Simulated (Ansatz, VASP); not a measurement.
**LiBPt in VASP and in Ansatz**

File INCAR:

```
SYSTEM = LiBPt
ALGO     = Fast           ! electronic algorithm
EDIFF    = 1E-7           ! SCF threshold, eV
EDIFFG   = -0.04          ! ionic threshold
ENCUT    = 600            ! plane-wave cutoff, eV
GGA      = PE             ! functional
IBRION   = 2              ! ionic algorithm
ISIF     = 3              ! what is computed and relaxed
ISMEAR   = 0              ! smearing method
LASPH    = .TRUE.         ! aspherical terms in the spheres
LCHARG   = .FALSE.        ! write CHGCAR
LREAL    = .FALSE.        ! projectors in reciprocal space
LWAVE    = .FALSE.        ! write WAVECAR
NELM     = 80             ! most SCF steps
NSW      = 90             ! ionic steps
PREC     = Accurate       ! precision mode
SIGMA    = 0.1            ! smearing width, eV
```

File KPOINTS:

```
k-points
0
G
  6 6 6
  0 0 0
```

POSCAR

```
LiBPt
1.0
    3.0960550100      0.0000000000      0.0000000000
    0.0000000000      3.0960550100      0.0000000000
    0.0000000000      0.0000000000      3.2653963500
Li B Pt
1 1 1
Direct
    0.0000000000      0.0000000000      0.0000000000
    0.5000000000      0.5000000000      0.5000000000
    0.5000000000      0.5000000000      0.0000000000
```

Input for Ansatz:

```yaml
crystal:
  lattice:
    - [3.09605501, 0.0, 0.0]
    - [0.0, 3.09605501, 0.0]
    - [0.0, 0.0, 3.26539635]
  atoms:
    - { symbol: Li, position: [0.0, 0.0, 0.0] }
    - { symbol: B, position: [0.5, 0.5, 0.5] }
    - { symbol: Pt, position: [0.5, 0.5, 0.0] }
basis:
  ecutwfc: 420
kpoints:
  mp_grid: { grid: [6, 6, 6] }
hamiltonian:
  xc: pbe
scf:
  occupations: { method: gaussian, width: 0.1 }
  lower_state_search: "off"
output:
  forces: true
  stress: true
  eigenvalues: true
relax:
  adjacent_minimum: "off"
  f_tol: 0.04
  max_steps: 70
  cell: { stress_tol: 0.4 }
```

Change from the starting cell: species swapped into the MgNiH type (P4/mmm, No. 123).

Alike in both runs: task relaxation of cell and atoms; functional PBE; k mesh 6 × 6 × 6; occupations gaussian, width 0.1 eV; no spin polarisation.

```csv
,VASP,Ansatz
version,VASP 6.6.1,Ansatz 0.2.0
potentials or method,"VASP PAW PBE potentials, release 64 (Li_sv, B, Pt), cutoff 600 eV","scalar-relativistic, plane waves, PAW"
valence electrons in the cell,16,24
```

|  | VASP | Ansatz | Ansatz less VASP |
| --- | --- | --- | --- |
| gap on the k mesh at the Fermi level, each at its own relaxed structure (eV) | none | none | - |
| relaxed volume (Å³/atom) | 16.79 | 17.01 | +0.218 |
| relaxed cell length with the largest relative difference (Å) | 3.544 | 3.566 | +0.0211 |

A gap of «none» marks a metal or a gap that the smearing closes. VASP's potentials hold 16 valence electrons a cell and Ansatz's 24, so a difference there can come from the potentials and not from the codes.

Neither program's run includes spin-orbit coupling. Noted on VASP's run: the cutoff is short for stress, so the pressure is rough; the volume moved by over 15 % at a fixed basis, so the end points are rough.
